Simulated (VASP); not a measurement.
# Pb (Im-3m) in VASP: notebook

Runs on Pb. Level: BLYP. Tasks: single point, relaxation of cell and atoms.

Program: VASP 6.6.1. These are calculated values, not measurements. Logs are shortened: lines on timing, memory, paths and dates and some standing lists are left out, and cuts for length are marked.

### 1 The cell of the first run

It takes space group Im-3m (No. 229, cubic). Conventional cell: a = 4.113 Å, b = 4.113 Å, c = 4.113 Å, α = 90.00°, β = 90.00°, γ = 90.00°. Within 4.7 Å of Pb (site symmetry m-3m) lie 14 Pb at 3.56 to 4.11 Å.

This isn't the form of Pb at room conditions, which is fcc.

### 2 Single point, BLYP (34.79 Å³/atom)

Input file INCAR:

```
AGGAC    = 1.0          
AGGAX    = 1.0          
ALDAC    = 0.0          
ALDAX    = 1.0          
ALGO     = Normal         # electronic algorithm
EDIFF    = 1E-7           # SCF threshold, eV
ENCUT    = 520            # plane-wave cutoff, eV
GGA      = B5             # functional
ISIF     = 2              # what is computed and relaxed
ISMEAR   = -1             # smearing method
LASPH    = T              # aspherical terms in the spheres
LCHARG   = F              # write CHGCAR
LREAL    = F              # projectors in reciprocal space
LWAVE    = F              # write WAVECAR
NBANDS   = 13             # bands
NELM     = 60             # most SCF steps
PREC     = Accurate       # precision mode
SIGMA    = 0.1            # smearing width, eV
```

Input file KPOINTS:

```
k-points
0
Gamma
  12 12 12
```

Input file POSCAR:

```
Pb
1.0
   -2.0564531389      2.0564531389      2.0564531389
    2.0564531389     -2.0564531389      2.0564531389
    2.0564531389      2.0564531389     -2.0564531389
Pb
1
Direct
    0.0000000000      0.0000000000      0.0000000000
```

Potentials or basis: VASP PAW PBE potentials, release 64 (Pb_d).

On the command line:

```bash
$ cat potpaw_PBE.64/Pb_d/POTCAR > POTCAR
$ mpirun -np 1 vasp_std > vasp.out
```

OUTCAR:

```text
EDIFF = 1E-7
   ENCUT = 520
   GGA = B5
   ISIF = 2
   ISMEAR = -1
   LASPH = T
   LREAL = F
   NELM = 60
   PREC = Accurate

 ion  position               nearest neighbor table
   1  0.000  0.000  0.000-

  LATTYP: Found a body centered cubic cell.
 ALAT       =     4.1129062778

  Lattice vectors:

 A1 = (  -2.0564531389,   2.0564531389,   2.0564531389)
 A2 = (   2.0564531389,  -2.0564531389,   2.0564531389)
 A3 = (   2.0564531389,   2.0564531389,  -2.0564531389)

Analysis of symmetry for initial positions (statically):
=====================================================================
 Subroutine PRICEL returns:
 Original cell was already a primitive cell.

 Routine SETGRP: Setting up the symmetry group for a
 body centered cubic supercell.

 Subroutine GETGRP returns: Found 48 space group operations
 (whereof 48 operations were pure point group operations)
 out of a pool of 48 trial point group operations.

The static configuration has the point symmetry O_h .

Analysis of symmetry for dynamics (positions and initial velocities):
=====================================================================
 Subroutine PRICEL returns:
 Original cell was already a primitive cell.

 Routine SETGRP: Setting up the symmetry group for a
 body centered cubic supercell.

 Subroutine GETGRP returns: Found 48 space group operations
 (whereof 48 operations were pure point group operations)
 out of a pool of 48 trial point group operations.

The dynamic configuration has the point symmetry O_h .

 Subroutine INISYM returns: Found 48 space group operations
 (whereof 48 operations are pure point group operations),
 and found     1 'primitive' translations

----------------------------------------------------------------------------------------

                                     Primitive cell

  volume of cell :      34.7870

  direct lattice vectors                    reciprocal lattice vectors
    -2.056453139  2.056453139  2.056453139     0.000000000  0.243137074  0.243137074
     2.056453139 -2.056453139  2.056453139     0.243137074  0.000000000  0.243137074
     2.056453139  2.056453139 -2.056453139     0.243137074  0.243137074  0.000000000

  length of vectors
     3.561881320  3.561881320  3.561881320     0.343847748  0.343847748  0.343847748

  position of ions in fractional coordinates (direct lattice)
     0.000000000  0.000000000  0.000000000

  ion indices of the primitive-cell ions
[... 80 lines left out ...]
   ISIF   =      2    stress and relaxation
   ISYM   =      2    0-nonsym 1-usesym 2-fastsym
   POTIM  = 0.5000    time-step for ionic-motion
   TEBEG  =    0.0;   TEEND  =   0.0 temperature during run
   PSTRESS=    0.0 pullay stress
   NELECT =      14.0000    total number of electrons
   NUPDOWN=      -1.0000    fix difference up-down
   EMIN   =  10.00;   EMAX   =-10.00  energy-range for DOS
   EFERMI =   0.00;   METHOD = LEGACY
   ISMEAR =    -1;   SIGMA  =   0.10  broadening in eV -4-tet -1-fermi 0-gaus
   EFERMI_NEDOS =   21; number of points for ismear=-14 and -15
   IALGO  =     38    algorithm
   IMIX   =      4    mixing-type and parameters
     AMIX     =   0.40;   BMIX     =  1.00
     AMIX_MAG =   1.60;   BMIX_MAG =  1.00
  volume/ion in A,a.u.               =      34.79       234.75
  Fermi-wavevector in a.u.,A,eV,Ry     =   1.208682  2.284078 19.876914  1.460912
  Thomas-Fermi vector in A             =   2.344282
   LORBIT       =      0    0 simple, 1 ext, 2 COOP (PROOUT), +10 PAW based schemes
   GGA     = B5    functional components
   LHFCALC =     F    Hartree Fock is set to
   AEXX    =    0.0000 exact exchange contribution
   IVDW    =     0    specifies the selected vdW correction
   LEPSILON=     F    determine dielectric tensor
   LRPA    =     F    only Hartree local field effects (RPA)
 non-spin polarized calculation
  energy-cutoff  :      520.00
  volume of cell :       34.79
 maximum number of plane-waves:       959
   NGX = 13   NGY = 13   NGZ = 13

 number of electron      14.0000005 magnetization

 Free energy of the ion-electron system (eV)
  ---------------------------------------------------
  ext. energy  EPLUGINS =         0.00000000
  ---------------------------------------------------
  free energy    TOTEN  =        -2.84309970 eV

  energy without entropy =       -2.82069659  energy(sigma->0) =       -2.83189814

 E-fermi :   6.2827     XC(G=0):  -8.9712

 val. band max:        6.2655004585   @ k =  -0.4167  -0.4167   0.0833
 cond. band min:       6.3278178469   @ k =  -0.4167   0.4167   0.4167
 fundamental gap:      0.0623173883
 Fermi energy:         6.2827386765

 k-point     1 :       0.0000    0.0000    0.0000
  band No.  band energies     occupation
      1     -10.7215      2.00000
      2     -10.7215      2.00000
      3     -10.7215      2.00000
      4     -10.5561      2.00000
      5     -10.5561      2.00000
      6      -4.6383      2.00000
      7      12.5850      0.00000
      8      12.5850      0.00000
      9      12.5850      0.00000
     10      16.6088      0.00000
     11      17.4578      0.00000
     12      17.4578      0.00000
     13      17.4578      0.00000
[... 354 lines left out ...]
  band No.  band energies     occupation
      1     -10.7601      2.00000
      2     -10.6903      2.00000
      3     -10.5657      2.00000
      4     -10.5628      2.00000
      5     -10.4855      2.00000
      6      -1.5289      2.00000
      7       3.2593      2.00000
      8       7.8871      0.00000
      9       9.5447      0.00000
     10      15.3903      0.00000
     11      16.6577      0.00000
     12      19.7238      0.00000
     13      20.7006      0.00000

 [... further k-points ...]

------------------------ aborting loop because EDIFF is reached ----------------------------------------

  FORCE on cell =-STRESS in cart. coord.  units (eV):
  Direction    XX          YY          ZZ          XY          YZ          ZX
  --------------------------------------------------------------------------------------
  -------------------------------------------------------------------------------------
  Total        0.0359657      0.0359657      0.0359657      0.0000000      0.0000000     -0.0000000
  in kB        1.6564656      1.6564656      1.6564656      0.0000000      0.0000000     -0.0000000
  external PRESSURE =       1.6564656 kB  Pullay stress =       0.0000000 kB

 VOLUME and BASIS-vectors are now :
 -----------------------------------------------------------------------------
  energy-cutoff  :      520.00
  volume of cell :       34.79
      direct lattice vectors                 reciprocal lattice vectors
    -2.056453139  2.056453139  2.056453139     0.000000000  0.243137074  0.243137074
     2.056453139 -2.056453139  2.056453139     0.243137074  0.000000000  0.243137074
     2.056453139  2.056453139 -2.056453139     0.243137074  0.243137074  0.000000000

 POSITION                                       TOTAL-FORCE (eV/Angst)
 -----------------------------------------------------------------------------------
      0.00000      0.00000      0.00000        -0.000000     -0.000000      0.000000
 -----------------------------------------------------------------------------------
    total drift:                               -0.000000     -0.000000     -0.000000

  FREE ENERGIE OF THE ION-ELECTRON SYSTEM (eV)
  ---------------------------------------------------
  free  energy   TOTEN  =        -2.8430997030 eV

  energy  without entropy=       -2.8206965859  energy(sigma->0) =       -2.83189814
```

OSZICAR:

```text
N       E                     dE             d eps       ncg     rms          rms(c)
DAV:   1     0.109975135499E+03    0.10998E+03   -0.71375E+03  1892   0.121E+03
DAV:   2     0.265886267513E+01   -0.10732E+03   -0.10438E+03  1972   0.306E+02
DAV:   3    -0.273118230843E+01   -0.53900E+01   -0.53700E+01  2370   0.742E+01
DAV:   4    -0.286220776112E+01   -0.13103E+00   -0.13100E+00  2238   0.128E+01
DAV:   5    -0.286825609656E+01   -0.60483E-02   -0.60480E-02  2640   0.250E+00    0.742E-01
DAV:   6    -0.284641137408E+01    0.21845E-01   -0.36251E-02  2357   0.340E+00    0.276E-01
DAV:   7    -0.284314735400E+01    0.32640E-02   -0.11656E-02  2382   0.178E+00    0.660E-02
DAV:   8    -0.284310365315E+01    0.43701E-04   -0.45528E-04  2286   0.306E-01    0.121E-02
DAV:   9    -0.284309925429E+01    0.43989E-05   -0.23813E-05  2377   0.759E-02    0.479E-03
DAV:  10    -0.284309965099E+01   -0.39670E-06   -0.25566E-06  2122   0.128E-02    0.437E-04
DAV:  11    -0.284309970296E+01   -0.51969E-07   -0.54303E-08  1671   0.313E-03
   1 F= -.28430997E+01 E0= -.28318981E+01  d E =-.224031E-01
```

It took 42 s on 1 thread of Intel Xeon 8259CL, shared host; peak memory 0.17 GiB.

What came out:

```
Free energy            : -2.8431 eV
Pressure               : 0.2 GPa
Band gap on the k mesh : zero (bands 7 and 8 overlap by 7.92 eV)
```

Levels at points of the mesh, in eV from the Fermi level:
| k point | band 4 | band 5 | band 6 | band 7 | band 8 | band 9 | band 10 | band 11 |
| --- | --- | --- | --- | --- | --- | --- | --- | --- |
| (0.00, 0.00, 0.00) | -16.84 | -16.84 | -10.92 | 6.30 | 6.30 | 6.30 | 10.33 | 11.18 |
| (0.50, 0.00, 0.00) | -16.85 | -16.74 | -7.92 | -3.33 | 2.93 | 4.68 | 7.18 | 8.61 |
| (0.50, 0.50, 0.50) | -16.76 | -16.76 | -5.86 | -0.25 | -0.25 | -0.25 | 4.82 | 4.82 |

Caveat: the PAW data sets were made with another functional, which shifts forces and pressure a little; spin-orbit coupling is left out, which moves the levels of the heavy elements.

### 3 Single point, BLYP (36.18 Å³/atom)

This run uses another cell than the first one, of 36.18 Å³/atom.

Input file INCAR:

```
PREC     = Accurate       # precision mode
ENCUT    = 520            # plane-wave cutoff, eV
EDIFF    = 1E-6           # SCF threshold, eV
ISMEAR   = -1             # smearing method
SIGMA    = 0.1            # smearing width, eV
LREAL    = False          # projectors in reciprocal space
LASPH    = True           # aspherical terms in the spheres
NELM     = 60             # most SCF steps
ALGO     = Normal         # electronic algorithm
ISIF     = 2              # what is computed and relaxed
LWAVE    = False          # write WAVECAR
LCHARG   = False          # write CHGCAR
GGA      = B5             # functional
ALDAX    = 1.0          
AGGAX    = 1.0          
AGGAC    = 1.0          
ALDAC    = 0.0          
NBANDS   = 13             # bands
```

Input file KPOINTS:

```
Automatic mesh
0
Gamma
  12 12 12
```

Input file POSCAR:

```
Pb
1.0
   -2.0835148362      2.0835148362      2.0835148362
    2.0835148362     -2.0835148362      2.0835148362
    2.0835148362      2.0835148362     -2.0835148362
Pb
1
Direct
    0.0000000000      0.0000000000      0.0000000000
```

Potentials or basis: VASP PAW PBE potentials, release 64 (Pb_d).

On the command line:

```bash
$ cat potpaw_PBE.64/Pb_d/POTCAR > POTCAR
$ mpirun -np 1 vasp_std > vasp.out
```

It took 44 s on 1 thread of Intel Xeon 8259CL, shared host; peak memory 0.17 GiB.

It converged, with:

```yaml
Free_energy: -2.8400 eV
Pressure: -1.0 GPa
Band_gap_on_the_k_mesh: zero (bands 7 and 8 overlap by 7.53 eV)
```

Levels at points of the mesh, in eV from the Fermi level:
```
           k point  band 5  band 6  band 7  band 8  band 9  band 10
(0.00, 0.00, 0.00)  -16.84  -10.71    6.00    6.00    6.00     9.81
(0.50, 0.00, 0.00)  -16.75   -7.92   -3.17    2.82    4.53     6.98
(0.50, 0.50, 0.50)  -16.78   -6.01   -0.22   -0.22   -0.22     4.79
```

Caveat: the PAW data sets were made with another functional, which shifts forces and pressure a little; spin-orbit coupling is left out, which moves the levels of the heavy elements.

(Continued in part 2 of 2.)
